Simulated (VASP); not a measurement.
A run of VASP 6.6.1 is set up as follows.

File INCAR:

```
  ALGO = Fast
  EDIFF = 1E-6
  EDIFFG = -0.01
  ENCUT = 600
  GGA = PS
  IBRION = 2
  ISIF = 3
  ISMEAR = 0
  LASPH = True
  LCHARG = False
  LREAL = False
  LWAVE = False
  NELM = 60
  NSW = 80
  PREC = Accurate
  SIGMA = 0.1
```

File KPOINTS:

```
k-points
0
Gamma
  18 18 6
```

Contents of POSCAR:

```
Pd
1.0
    2.7361886711      0.0000000000      0.0000000000
   -1.3680943356      2.3696088987      0.0000000000
    0.0000000000      0.0000000000      8.9862073815
Pd
4
Direct
    0.0000000000      0.0000000000      0.0000000000
    0.0000000000      0.0000000000      0.5000000000
    0.3333333333      0.6666666667      0.2500000000
    0.6666666667      0.3333333333      0.7500000000
```

Potentials or basis: VASP PAW PBE potentials, release 64 (Pd).

Run with:

```bash
$ cat potpaw_PBE.64/Pd/POTCAR > POTCAR
$ mpirun -np 1 vasp_std > vasp.out
```

Q: Predict the relaxed cell.

A: a = 2.731 Å, b = 2.731 Å, c = 9.013 Å, α = 90.00°, β = 90.00°, γ = 120.00°.

Q: Estimate the relaxed volume.

A: 14.55 Å³/atom.

Q: Estimate the space group after relaxing (to 0.1 Å).

A: P6_3/mmc (No. 194).

The path:
```
step  energy change (eV)  largest force (eV/Å)  pressure (GPa)  volume (Å³)
   1              0.0000                0.0000           -0.20        58.26
   2             -0.0004                0.0000            0.34        58.11
   3             -0.0004                0.0000            0.27        58.13
   4             -0.0005                0.0000           -0.14        58.25
   5             -0.0005                0.0000            0.01        58.21
```

Caveat: the highest band is partly filled, so the run has too few bands; the PAW data sets were made with another functional, which shifts forces and pressure a little.
